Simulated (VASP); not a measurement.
# Hf5F: single point with PBE

The system is Hf5F.

```
Hf F
1.0
     3.10768    0.00000    0.00000
     0.00000    3.10768    0.00000
     0.00000    0.00000   12.63246
Hf F
5 1
Direct
  0.50000 0.50000 0.31330
  0.50000 0.50000 0.68670
  0.00000 0.00000 0.14334
  0.00000 0.00000 0.85666
  0.00000 0.00000 0.50000
  0.50000 0.50000 0.00000
```

The cell was generated, and may not be a known phase.

```yaml
Program: VASP 6.6.1
Task: single point
Functional: PBE
Potentials_or_basis: VASP PAW PBE potentials, release 64 (Hf_pv, F)
Cutoff: 520 eV
k_mesh: 6 × 6 × 2
Occupations: gaussian, width 0.1 eV
Spin: no spin polarisation
Dipole_correction: no
Further_INCAR_settings: ALGO = Normal; EDIFF = 1e-06; NBANDS = 38
```

- Pressure: -0.6 GPa
- Largest force: 0.043 eV/Å
- Band gap on the k mesh: zero (an odd number of electrons rules out a gap without spin polarisation)

Forces in eV/Å, atoms in the order of the input:
```
Hf   0.000  0.000 -0.043
Hf   0.000  0.000  0.043
Hf   0.000  0.000  0.022
Hf   0.000  0.000 -0.022
Hf   0.000  0.000  0.000
F    0.000  0.000  0.000
```

Levels at points of the mesh, in eV from the Fermi level:
```tsv
k point	band 25	band 26	band 27	band 28	band 29	band 30	band 31	band 32
(0.00, 0.00, 0.00)	-2.09	-1.83	-0.96	-0.46	0.11	0.75	1.11	1.80
(0.50, 0.00, 0.00)	-0.30	-0.23	-0.12	0.00	0.40	0.45	0.67	0.68
(0.50, 0.50, 0.00)	-1.76	-1.52	-1.22	-1.22	-0.08	-0.08	0.81	1.61
(0.00, 0.00, 0.50)	-2.04	-1.91	-0.88	-0.62	0.01	0.80	1.45	1.54
(0.50, 0.00, 0.50)	-0.52	-0.19	0.01	0.08	0.20	0.60	0.61	0.86
(0.50, 0.50, 0.50)	-1.86	-1.30	-1.30	-1.11	0.01	0.01	1.24	1.54
```

Run time: 59 s on 1 thread of Intel(R) Xeon(R) 6975P-C (Granite Rapids), with other jobs on the host, peak memory 0.25 GiB.

Caveat: spin-orbit coupling is left out, which moves the levels of the heavy elements; an odd number of electrons without spin polarisation forces a metal; a magnetic or distorted state may lie lower.
